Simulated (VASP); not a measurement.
# Au (Fm-3m) in VASP: further runs, part 2 of 2

VASP 6.6.1. Earlier steps stand in the parts before.

## (4) Single point, LDA

This run uses another cell than the first one, of 16.52 Å³/atom, 1.043 times its volume.

Contents of INCAR:

```
  PREC = Accurate
  ENCUT = 500
  EDIFF = 1E-6
  ISMEAR = 1
  SIGMA = 0.1
  LREAL = F
  LASPH = T
  NELM = 120
  ALGO = Normal
  ISIF = 2
  LWAVE = F
  LCHARG = F
  NBANDS = 12
  GGA_COMPAT = F
```

Contents of KPOINTS:

```
regular mesh
0
Gamma
  11 11 11
```

Contents of POSCAR:

```
Au
1.0
    0.0000000000      2.0213418704      2.0213418704
    2.0213418704      0.0000000000      2.0213418704
    2.0213418704      2.0213418704      0.0000000000
Au
1
Direct
    0.0000000000      0.0000000000      0.0000000000
```

Potentials or basis: VASP PAW LDA potentials, release 64 (Au).

Command:

```console
cat potpaw_LDA.64/Au/POTCAR > POTCAR
mpirun -np 1 vasp_std > vasp.out
```

OUTCAR:

```text
PREC = Accurate
   ENCUT = 500
   EDIFF = 1E-6
   ISMEAR = 1
   LREAL = F
   LASPH = T
   NELM = 120
   ISIF = 2

 ion  position               nearest neighbor table
   1  0.000  0.000  0.000-

  LATTYP: Found a face centered cubic cell.
 ALAT       =     4.0426837408

  Lattice vectors:

 A1 = (   0.0000000000,   2.0213418704,   2.0213418704)
 A2 = (   2.0213418704,   0.0000000000,   2.0213418704)
 A3 = (   2.0213418704,   2.0213418704,   0.0000000000)

Analysis of symmetry for initial positions (statically):
=====================================================================
 Subroutine PRICEL returns:
 Original cell was already a primitive cell.

 Routine SETGRP: Setting up the symmetry group for a
 face centered cubic supercell.

 Subroutine GETGRP returns: Found 48 space group operations
 (whereof 48 operations were pure point group operations)
 out of a pool of 48 trial point group operations.

The static configuration has the point symmetry O_h .

Analysis of symmetry for dynamics (positions and initial velocities):
=====================================================================
 Subroutine PRICEL returns:
 Original cell was already a primitive cell.

 Routine SETGRP: Setting up the symmetry group for a
 face centered cubic supercell.

 Subroutine GETGRP returns: Found 48 space group operations
 (whereof 48 operations were pure point group operations)
 out of a pool of 48 trial point group operations.

The dynamic configuration has the point symmetry O_h .

 Subroutine INISYM returns: Found 48 space group operations
 (whereof 48 operations are pure point group operations),
 and found     1 'primitive' translations

----------------------------------------------------------------------------------------

[... 109 lines left out ...]
     AMIX     =   0.40;   BMIX     =  1.00
     AMIX_MAG =   1.60;   BMIX_MAG =  1.00
  volume/ion in A,a.u.               =      16.52       111.47
  Fermi-wavevector in a.u.,A,eV,Ry     =   1.429627  2.701603 27.808026  2.043832
  Thomas-Fermi vector in A             =   2.549560
   LORBIT       =      0    0 simple, 1 ext, 2 COOP (PROOUT), +10 PAW based schemes
   GGA     = CA    functional components
   LHFCALC =     F    Hartree Fock is set to
   AEXX    =    0.0000 exact exchange contribution
   IVDW    =     0    specifies the selected vdW correction
   LEPSILON=     F    determine dielectric tensor
   LRPA    =     F    only Hartree local field effects (RPA)
 non-spin polarized calculation
 Methfessel and Paxton  Order N= 1 SIGMA  =   0.10
  energy-cutoff  :      500.00
  volume of cell :       16.52
 maximum number of plane-waves:       431
 NGX is ok and might be reduce to    24
   NGX = 11   NGY = 11   NGZ = 11

 number of electron      10.9999999 magnetization

 Free energy of the ion-electron system (eV)
  ---------------------------------------------------
  ext. energy  EPLUGINS =         0.00000000
  ---------------------------------------------------
  free energy    TOTEN  =        -4.45336842 eV

  energy without entropy =       -4.45399428  energy(sigma->0) =       -4.45357704

 E-fermi :   9.7833     XC(G=0): -13.1637

 val. band max:        9.6868421042   @ k =   0.4545   0.2727   0.0000
 cond. band min:       9.9013196363   @ k =  -0.4545   0.0909   0.0000
 fundamental gap:      0.2144775322
 Fermi energy:         9.7833202002

 k-point     1 :       0.0000    0.0000    0.0000
  band No.  band energies     occupation
      1      -0.4260      2.00000
      2       4.9438      2.00000
      3       4.9438      2.00000
      4       4.9438      2.00000
      5       6.5676      2.00000
      6       6.5676      2.00000
      7      24.2635      0.00000
      8      28.3944      0.00000
      9      28.3944      0.00000
     10      28.3944      0.00000
     11      33.5252      0.00000
     12      38.4639      0.00000
[... 331 lines left out ...]
 k-point    24 :      -0.1818    0.1818    0.0000
  band No.  band energies     occupation
      1       2.2154      2.00000
      2       4.2952      2.00000
      3       5.1520      2.00000
      4       5.8671      2.00000
      5       5.9171      2.00000
      6       7.8312      2.00000
      7      21.3547      0.00000
      8      23.4081      0.00000
      9      27.5899      0.00000
     10      29.0613      0.00000
     11      31.9979      0.00000
     12      34.7006      0.00000

 [... further k-points ...]
[... 5 lines left out ...]
  --------------------------------------------------------------------------------------
  -------------------------------------------------------------------------------------
  Total        0.1349498      0.1349498      0.1349498     -0.0000000     -0.0000000     -0.0000000
  in kB       13.0898186     13.0898186     13.0898186     -0.0000000     -0.0000000     -0.0000000
  external PRESSURE =      13.0898186 kB  Pullay stress =       0.0000000 kB

 VOLUME and BASIS-vectors are now :
 -----------------------------------------------------------------------------
  energy-cutoff  :      500.00
  volume of cell :       16.52
      direct lattice vectors                 reciprocal lattice vectors
     0.000000000  2.021341870  2.021341870    -0.247360433  0.247360433  0.247360433
     2.021341870  0.000000000  2.021341870     0.247360433 -0.247360433  0.247360433
     2.021341870  2.021341870  0.000000000     0.247360433  0.247360433 -0.247360433

 POSITION                                       TOTAL-FORCE (eV/Angst)
 -----------------------------------------------------------------------------------
      0.00000      0.00000      0.00000         0.000000      0.000000      0.000000
 -----------------------------------------------------------------------------------
    total drift:                                0.000000      0.000000      0.000000

  FREE ENERGIE OF THE ION-ELECTRON SYSTEM (eV)
  ---------------------------------------------------
  free  energy   TOTEN  =        -4.4533684193 eV

  energy  without entropy=       -4.4539942825  energy(sigma->0) =       -4.45357704
```

OSZICAR:

```text
N       E                     dE             d eps       ncg     rms          rms(c)
DAV:   1     0.477700386313E+02    0.47770E+02   -0.54821E+03  1392   0.793E+02
DAV:   2    -0.407515724163E+01   -0.51845E+02   -0.48630E+02  1580   0.185E+02
DAV:   3    -0.477863013687E+01   -0.70347E+00   -0.70271E+00  1620   0.208E+01
DAV:   4    -0.478095668768E+01   -0.23266E-02   -0.23265E-02  1600   0.139E+00
DAV:   5    -0.478097293918E+01   -0.16251E-04   -0.16251E-04  1656   0.111E-01    0.106E+01
DAV:   6    -0.448033330970E+01    0.30064E+00   -0.80093E-01  1444   0.717E+00    0.649E+00
DAV:   7    -0.445683671293E+01    0.23497E-01   -0.64642E-02  1572   0.200E+00    0.297E+00
DAV:   8    -0.445336905013E+01    0.34677E-02   -0.16279E-03  1528   0.411E-01    0.240E-01
DAV:   9    -0.445336874605E+01    0.30407E-06   -0.20438E-05  1584   0.344E-02    0.234E-02
DAV:  10    -0.445336841927E+01    0.32678E-06   -0.12866E-06  1416   0.761E-03
   1 F= -.44533684E+01 E0= -.44535770E+01  d E =0.625863E-03
```

It took 5.7 s on 1 thread of Intel Xeon Platinum 8559C (Emerald Rapids), shared host; peak memory 0.13 GiB.

Results:

```yaml
Free_energy: -4.4534 eV
Pressure: 1.3 GPa
```

Caveat: spin-orbit coupling is left out, which moves the levels of the heavy elements.

## (5) Summary

```csv
cell,gap on the mesh (eV),pressure (GPa)
"a = 2.819 Å, angles 60.0°, 1 atom",none,10.7
"a = 2.839 Å, angles 60.0°, 1 atom",none,5.7
"a = 2.859 Å, angles 60.0°, 1 atom",none,1.3
```

Alike in all rows: task single point; level LDA; potentials or basis VASP PAW LDA potentials, release 64 (Au); no spin polarisation; k mesh 11 × 11 × 11; cutoff (eV) 500; smearing methfessel-paxton 0.1 eV.

Caveats: spin-orbit coupling is left out, which moves the levels of the heavy elements.

Absolute energies hang on the potentials; compare differences alone.
